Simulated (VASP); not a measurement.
Li7Bi:

```
Li Bi
1.0
     0.00000    3.72364    3.72364
     3.72364    0.00000    3.72364
     3.72364    3.72364    0.00000
Li Bi
7 1
Direct
  0.50000 0.00000 0.00000
  0.00000 0.50000 0.50000
  0.00000 0.50000 0.00000
  0.50000 0.00000 0.50000
  0.00000 0.00000 0.50000
  0.50000 0.50000 0.00000
  0.50000 0.50000 0.50000
  0.00000 0.00000 0.00000
```

The cell was generated, and may not be a known phase.

```yaml
Program: VASP 6.6.1
Task: relaxation of cell and atoms
Functional: PBE
Potentials_or_basis: VASP PAW PBE potentials, release 64 (Li_sv, Bi_d)
Cutoff: 600 eV
k_mesh: 4 × 4 × 4
Occupations: gaussian, width 0.1 eV
Spin: no spin polarisation
```

At the start: pressure 17.3 GPa; volume 12.91 Å³/atom.

**Question.** Where does the relaxation end?

**Answer.** Over 4 steps the energy falls by 263.3 meV/atom and the volume is 19.25 Å³/atom (+49.1 %); space group Fm-3m (No. 225, to 0.1 Å) before and after.

The path:
```tsv
step	energy change (eV)	largest force (eV/Å)	pressure (GPa)	volume (Å³)
1	0.0000	0.0000	17.29	103.26
2	-1.5704	0.0000	6.74	125.51
3	-2.0846	0.0000	1.12	148.10
4	-2.1064	0.0000	0.09	153.97
```

Final structure:
```
Li Bi
1.0
     0.00000    4.25401    4.25401
     4.25401    0.00000    4.25401
     4.25401    4.25401    0.00000
Li Bi
7 1
Cartesian
  4.2540 2.1270 6.3810
  4.2540 2.1270 2.1270
  6.3810 4.2540 2.1270
  6.3810 4.2540 6.3810
  2.1270 6.3810 4.2540
  6.3810 6.3810 4.2540
  4.2540 4.2540 4.2540
  4.2540 8.5080 4.2540
```

Caveat: the k points lie up to 0.32 Å⁻¹ apart in the final cell; the cutoff is under 1.25 times the usual one of these potentials, so pressure, stress and relaxed cells hold a basis-set (Pulay) error; the volume moved by over 15 % at a fixed basis, so the end points are rough.
